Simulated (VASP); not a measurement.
Input of a VASP 6.6.1 run:

File POSCAR:

```
Au
1.0
    1.4113099650     -2.5559330250      0.0000000000
    1.4113099650      2.5559330250      0.0000000000
    0.0000000000      0.0000000000      4.8931696100
Au
2
Direct
    0.3346720300      0.6653279700      0.2500000000
    0.6653279700      0.3346720300      0.7500000000
```

The input INCAR.step1:

```
SYSTEM = Au
PREC = Accurate
ENCUT = 520
ISMEAR = -1
SIGMA = 0.05
LREAL = .FALSE.
LASPH = .TRUE.
NELM = 100
NBANDS = 18
GGA = PE
ALGO = Normal
EDIFF = 1E-4
LWAVE = .TRUE.
LCHARG = .FALSE.
```

The input INCAR.step2:

```
SYSTEM = Au
PREC = Accurate
ENCUT = 520
EDIFF = 1E-6
ISMEAR = -1
SIGMA = 0.05
LREAL = .FALSE.
LASPH = .TRUE.
NELM = 100
ALGO = Normal
ISIF = 2
LWAVE = .FALSE.
LCHARG = .FALSE.
METAGGA = R2SCAN
LMIXTAU = .TRUE.
NBANDS = 18
ISTART = 1
```

File KPOINTS:

```
regular mesh
0
G
  11 11 6
  0 0 0
```

Potentials or basis: VASP PAW PBE potentials, release 64 (Au).

Command:

```console
$ cat potpaw_PBE.64/Au/POTCAR > POTCAR
$ cp INCAR.step1 INCAR
$ mpirun -np 1 vasp_std > vasp.out
$ cp INCAR.step2 INCAR
$ mpirun -np 1 vasp_std > vasp.out
```

Task: Estimate the band gap on the k mesh.

Result: Zero (band 11 reaches 12.62 eV, above the bottom of band 12 at 6.00 eV).

Task: Estimate the pressure.

Result: -0.1 GPa.

Task: Predict the largest force.

Result: 0.013 eV/Å.

Forces on the atoms (eV/Å):
```
Au   0.000 -0.013  0.000
Au   0.000  0.013  0.000
```

Caveat: the PAW data sets were made with another functional, which shifts forces and pressure a little; spin-orbit coupling is left out, which moves the levels of the heavy elements.
